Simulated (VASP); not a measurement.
# Sn (Pm-3m) in VASP: single point with PBEsol

Aim: the single point of Sn with PBEsol.

All numbers are computed with VASP 6.6.1; they aren't measurements. Logs are shortened: lines on timing, memory, paths and dates and some standing lists are left out, and cuts for length are marked.

### 1 The cell of the first run

Symmetry: Pm-3m, No. 221, cubic system. Conventional cell: a = 2.235 Å, b = 2.235 Å, c = 2.235 Å, α = 90.00°, β = 90.00°, γ = 90.00°. Within 3.0 Å of Sn (site symmetry m-3m) lie 6 Sn at 2.23 Å.

This isn't the form of Sn at room conditions, which is tetragonal (white tin).

### 2 Single point, PBEsol, collinear spin, zero start

Input file INCAR:

```
SYSTEM = Sn
ALGO = Normal ; EDIFF = 1E-7
ENCUT = 520 ; GGA = PS
ISIF = 2 ; ISMEAR = -1
ISPIN = 2 ; ISYM = 0
LASPH = .True. ; LCHARG = .False.
LORBIT = 11 ; LREAL = .False.
LWAVE = .False. ; MAGMOM = 0
NBANDS = 17 ; NELM = 150
PREC = Accurate ; SIGMA = 0.1
```

Input file KPOINTS:

```
k-points
0
Gamma
  14 14 14
  0 0 0
```

Input file POSCAR:

```
Sn
1.0
    2.2348668008      0.0000000000      0.0000000000
    0.0000000000      2.2348668008      0.0000000000
    0.0000000000      0.0000000000      2.2348668008
Sn
1
Direct
    0.0000000000      0.0000000000      0.0000000000
```

Potentials or basis: VASP PAW PBE potentials, release 64 (Sn_d).

Started as:

```bash
$ cat potpaw_PBE.64/Sn_d/POTCAR > POTCAR
$ mpirun -np 1 vasp_std > vasp.out
```

OUTCAR:

```text
SYSTEM = Sn
   EDIFF = 1E-7
   ENCUT = 520
   GGA = PS
   ISIF = 2
   ISMEAR = -1
   ISPIN = 2
   ISYM = 0
   LASPH = .True.
   LORBIT = 11
   LREAL = .False.
   NELM = 150
   PREC = Accurate

 ion  position               nearest neighbor table
   1  0.000  0.000  0.000-

IMPORTANT INFORMATION: All symmetrisations will be switched off!
NOSYMM: (Re-)initialisation of all symmetry stuff for point group C_1.

----------------------------------------------------------------------------------------

                                     Primitive cell

  volume of cell :      11.1623

  direct lattice vectors                    reciprocal lattice vectors
     2.234866801  0.000000000  0.000000000     0.447453960  0.000000000  0.000000000
     0.000000000  2.234866801  0.000000000     0.000000000  0.447453960  0.000000000
     0.000000000  0.000000000  2.234866801     0.000000000  0.000000000  0.447453960

  length of vectors
     2.234866801  2.234866801  2.234866801     0.447453960  0.447453960  0.447453960

  position of ions in fractional coordinates (direct lattice)
     0.000000000  0.000000000  0.000000000

  ion indices of the primitive-cell ions
   primitive index   ion index
                 1           1

----------------------------------------------------------------------------------------

 KPOINTS: k-points

Automatic generation of k-mesh.
 Grid dimensions read from file:
 generate k-points for:   14   14   14

 Generating k-lattice:

  Cartesian coordinates                     Fractional coordinates (reciprocal lattice)
     0.031960997  0.000000000  0.000000000     0.071428571  0.000000000  0.000000000
     0.000000000  0.031960997  0.000000000     0.000000000  0.071428571  0.000000000
     0.000000000  0.000000000  0.031960997     0.000000000  0.000000000  0.071428571

  Length of vectors
     0.031960997  0.031960997  0.031960997

  Shift w.r.t. Gamma in fractional coordinates (k-lattice)
     0.000000000  0.000000000  0.000000000

 Subroutine IBZKPT returns following result:
 ===========================================

 Found   1376 irreducible k-points:

 Following reciprocal coordinates:
            Coordinates               Weight
  0.000000  0.000000  0.000000      1.000000
  0.071429  0.000000  0.000000      2.000000
  0.000000  0.071429  0.000000      2.000000
  0.000000  0.000000  0.071429      2.000000
  0.142857  0.000000  0.000000      2.000000
  0.000000  0.142857  0.000000      2.000000
[... 16 lines left out ...]
  0.071429  0.071429  0.000000      2.000000
  0.000000  0.071429  0.071429      2.000000
 [... further k-points ...]
   k-points           NKPTS =   1376   k-points in BZ     NKDIM =   1376   number of bands    NBANDS=     17
   number of dos      NEDOS =    301   number of ions     NIONS =      1
   total plane-waves  NPLWV =   5832
   dimension x,y,z NGX =    18 NGY =   18 NGZ =   18
   dimension x,y,z NGXF=    36 NGYF=   36 NGZF=   36
   ions per type =               1
   NGX,Y,Z   is equivalent  to a cutoff of  13.39, 13.39, 13.39 a.u.
   NGXF,Y,Z  is equivalent  to a cutoff of  26.78, 26.78, 26.78 a.u.
 SYSTEM =  Sn
   PREC   = accura    normal or accurate (medium, high low for compatibility)
   ISTART =      0    job   : 0-new  1-cont  2-samecut
   ICHARG =      2    charge: 1-file 2-atom 10-const
   ISPIN  =      2    spin polarized calculation?
   LNONCOLLINEAR =      F non collinear calculations
   LSORBIT =      F    spin-orbit coupling
   LASPH  =      T    aspherical Exc in radial PAW
   ENCUT  =  520.0 eV  38.22 Ry    6.18 a.u.   4.16  4.16  4.16*2*pi/ulx,y,z
   NELM   =    150;   NELMIN=  2; NELMDL= -5     # of ELM steps
   EDIFF  = 0.1E-06   stopping-criterion for ELM
   LREAL  =      F    real-space projection
   EDIFFG = 0.1E-05   stopping-criterion for IOM
   NSW    =      0    number of steps for IOM
   IBRION =     -1    ionic relax: 0-MD 1-quasi-New 2-CG
   NFREE  =      0    steps in history (QN), initial steepest desc. (CG)
   ISIF   =      2    stress and relaxation
   ISYM   =      0    0-nonsym 1-usesym 2-fastsym
   POTIM  = 0.5000    time-step for ionic-motion
   TEBEG  =    0.0;   TEEND  =   0.0 temperature during run
   PSTRESS=    0.0 pullay stress
   NELECT =      14.0000    total number of electrons
   NUPDOWN=      -1.0000    fix difference up-down
   EMIN   =  10.00;   EMAX   =-10.00  energy-range for DOS
   EFERMI =   0.00;   METHOD = LEGACY
   ISMEAR =    -1;   SIGMA  =   0.10  broadening in eV -4-tet -1-fermi 0-gaus
   EFERMI_NEDOS =   21; number of points for ismear=-14 and -15
   IALGO  =     38    algorithm
   IMIX   =      4    mixing-type and parameters
     AMIX     =   0.40;   BMIX     =  1.00
     AMIX_MAG =   1.60;   BMIX_MAG =  1.00
  volume/ion in A,a.u.               =      11.16        75.33
  Fermi-wavevector in a.u.,A,eV,Ry     =   1.765492  3.336297 42.408864  3.116964
  Thomas-Fermi vector in A             =   2.833263
   LORBIT       =     11    0 simple, 1 ext, 2 COOP (PROOUT), +10 PAW based schemes
   GGA     = PS    functional components
   LHFCALC =     F    Hartree Fock is set to
   AEXX    =    0.0000 exact exchange contribution
   IVDW    =     0    specifies the selected vdW correction
   LEPSILON=     F    determine dielectric tensor
   LRPA    =     F    only Hartree local field effects (RPA)
 spin polarized calculation
  energy-cutoff  :      520.00
  volume of cell :       11.16
 maximum number of plane-waves:       320
 NGX is ok and might be reduce to    18
   NGX =  9   NGY =  9   NGZ =  9

 number of electron      13.9999996 magnetization      -0.0000001

 number of electron      13.9999996 magnetization       0.0000000

 Free energy of the ion-electron system (eV)
  ---------------------------------------------------
  ext. energy  EPLUGINS =         0.00000000
  ---------------------------------------------------
  free energy    TOTEN  =         5.58895224 eV

  energy without entropy =        5.60272749  energy(sigma->0) =        5.59583986

 E-fermi :  26.4633     XC(G=0): -15.3965

 val. band max:       26.4622709684   @ k =   0.1429   0.0000   0.2143
 cond. band min:      26.4664317099   @ k =   0.4286   0.5000   0.4286
 fundamental gap:      0.0041607415
 Fermi energy:        26.4633121048

 spin component 1

 k-point     1 :       0.0000    0.0000    0.0000
  band No.  band energies     occupation
      1      -1.8450      1.00000
      2      -1.8450      1.00000
      3       2.4340      1.00000
      4       2.4340      1.00000
      5       2.4340      1.00000
      6       3.7129      1.00000
[... 9 lines left out ...]
     16      64.6505      0.00000
     17      64.6506      0.00000

 k-point     2 :       0.0714    0.0000    0.0000
  band No.  band energies     occupation
      1      -1.8282      1.00000
      2      -1.7225      1.00000
      3       2.3649      1.00000
      4       2.3649      1.00000
      5       2.4398      1.00000
      6       3.8942      1.00000
[... 9 lines left out ...]
     16      62.8426      0.00000
     17      65.3883      0.00000

 k-point     3 :       0.0000    0.0714    0.0000
  band No.  band energies     occupation
      1      -1.8282      1.00000
      2      -1.7225      1.00000
      3       2.3649      1.00000
      4       2.3649      1.00000
      5       2.4398      1.00000
      6       3.8942      1.00000
[... 9 lines left out ...]
     16      62.8426      0.00000
     17      65.3884      0.00000

 k-point     4 :       0.0000    0.0000    0.0714
  band No.  band energies     occupation
      1      -1.8282      1.00000
      2      -1.7225      1.00000
      3       2.3649      1.00000
      4       2.3649      1.00000
      5       2.4398      1.00000
      6       3.8942      1.00000
[... 9 lines left out ...]
     16      62.8426      0.00000
     17      65.3882      0.00000
[... 343 lines left out ...]
      1      -1.4961      1.00000
      2       0.2995      1.00000
      3       1.1372      1.00000
      4       1.1372      1.00000
      5       2.5506      1.00000
      6      12.5746      1.00000
[... 9 lines left out ...]
     16      59.2443      0.00000
     17      61.8426      0.00000

 k-point    23 :       0.0714    0.0714    0.0000
  band No.  band energies     occupation
      1      -1.7597      1.00000
      2      -1.6496      1.00000
      3       2.2852      1.00000
      4       2.3641      1.00000
      5       2.3775      1.00000
      6       4.0828      1.00000
[... 9 lines left out ...]
     16      62.7131      0.00000
     17      64.4495      0.00000

 k-point    24 :       0.0000    0.0714    0.0714
  band No.  band energies     occupation
      1      -1.7597      1.00000
      2      -1.6496      1.00000
      3       2.2852      1.00000
      4       2.3641      1.00000
      5       2.3775      1.00000
      6       4.0828      1.00000
[... 9 lines left out ...]
     16      62.7131      0.00000
     17      64.3154      0.00000

 [... further k-points ...]

 spin component 2

 k-point     1 :       0.0000    0.0000    0.0000
  band No.  band energies     occupation
      1      -1.8450      1.00000
      2      -1.8450      1.00000
      3       2.4340      1.00000
      4       2.4340      1.00000
      5       2.4340      1.00000
      6       3.7129      1.00000
[... 9 lines left out ...]
     16      64.6505      0.00000
     17      64.6506      0.00000

 k-point     2 :       0.0714    0.0000    0.0000
  band No.  band energies     occupation
      1      -1.8282      1.00000
      2      -1.7225      1.00000
      3       2.3649      1.00000
      4       2.3649      1.00000
      5       2.4398      1.00000
      6       3.8942      1.00000
[... 9 lines left out ...]
     16      62.8426      0.00000
     17      65.3879      0.00000

 k-point     3 :       0.0000    0.0714    0.0000
  band No.  band energies     occupation
      1      -1.8282      1.00000
      2      -1.7225      1.00000
      3       2.3649      1.00000
      4       2.3649      1.00000
      5       2.4398      1.00000
      6       3.8942      1.00000
[... 9 lines left out ...]
     16      62.8426      0.00000
     17      65.3882      0.00000

 k-point     4 :       0.0000    0.0000    0.0714
  band No.  band energies     occupation
      1      -1.8282      1.00000
      2      -1.7225      1.00000
      3       2.3649      1.00000
      4       2.3649      1.00000
      5       2.4398      1.00000
      6       3.8942      1.00000
[... 9 lines left out ...]
     16      62.8426      0.00000
     17      65.3884      0.00000
[... 343 lines left out ...]
      1      -1.4961      1.00000
      2       0.2995      1.00000
      3       1.1372      1.00000
      4       1.1372      1.00000
      5       2.5506      1.00000
      6      12.5746      1.00000
[... 9 lines left out ...]
     16      59.2443      0.00000
     17      61.8426      0.00000

 k-point    23 :       0.0714    0.0714    0.0000
  band No.  band energies     occupation
      1      -1.7597      1.00000
      2      -1.6496      1.00000
      3       2.2852      1.00000
      4       2.3641      1.00000
      5       2.3775      1.00000
      6       4.0828      1.00000
[... 9 lines left out ...]
     16      62.7131      0.00000
     17      64.3245      0.00000

 k-point    24 :       0.0000    0.0714    0.0714
  band No.  band energies     occupation
      1      -1.7597      1.00000
      2      -1.6496      1.00000
      3       2.2852      1.00000
      4       2.3641      1.00000
      5       2.3775      1.00000
      6       4.0828      1.00000
[... 9 lines left out ...]
     16      62.7131      0.00000
     17      64.3216      0.00000

 [... further k-points ...]

------------------------ aborting loop because EDIFF is reached ----------------------------------------

  FORCE on cell =-STRESS in cart. coord.  units (eV):
  Direction    XX          YY          ZZ          XY          YZ          ZX
  --------------------------------------------------------------------------------------
  -------------------------------------------------------------------------------------
  Total       31.0739089     31.0739092     31.0739085      0.0000000     -0.0000000     -0.0000000
  in kB     4460.1712895   4460.1713451   4460.1712410      0.0000057     -0.0000062     -0.0000022
  external PRESSURE =    4460.1712919 kB  Pullay stress =       0.0000000 kB

 VOLUME and BASIS-vectors are now :
 -----------------------------------------------------------------------------
  energy-cutoff  :      520.00
  volume of cell :       11.16
      direct lattice vectors                 reciprocal lattice vectors
     2.234866801  0.000000000  0.000000000     0.447453960  0.000000000  0.000000000
     0.000000000  2.234866801  0.000000000     0.000000000  0.447453960  0.000000000
     0.000000000  0.000000000  2.234866801     0.000000000  0.000000000  0.447453960

 POSITION                                       TOTAL-FORCE (eV/Angst)
 -----------------------------------------------------------------------------------
      0.00000      0.00000      0.00000         0.000000     -0.000000     -0.000000
 -----------------------------------------------------------------------------------
    total drift:                                0.000000     -0.000000     -0.000000

  FREE ENERGIE OF THE ION-ELECTRON SYSTEM (eV)
  ---------------------------------------------------
  free  energy   TOTEN  =         5.5889522389 eV

  energy  without entropy=        5.6027274901  energy(sigma->0) =        5.59583986

 total charge

# of ion       s       p       d       tot
------------------------------------------
    1        1.374   2.548  10.594  14.517

 magnetization (x)

# of ion       s       p       d       tot
------------------------------------------
    1       -0.000   0.000   0.000  -0.000
```

Run time: 6.6 min. Hardware: 1 thread of Intel Xeon Platinum 8259CL at 2.50GHz (Skylake/Cascade Lake), shared host; peak memory 0.46 GiB.

What came out:

- Free energy: 5.5890 eV
- Pressure: 446.0 GPa
- Band gap on the k mesh: zero (filled and empty bands overlap)
- Net moment: 0.00 μB per cell

Caveat: the cell stands under pressure; the PAW data sets were made with another functional, which shifts forces and pressure a little; spin-orbit coupling is left out, which moves the levels of the heavy elements.
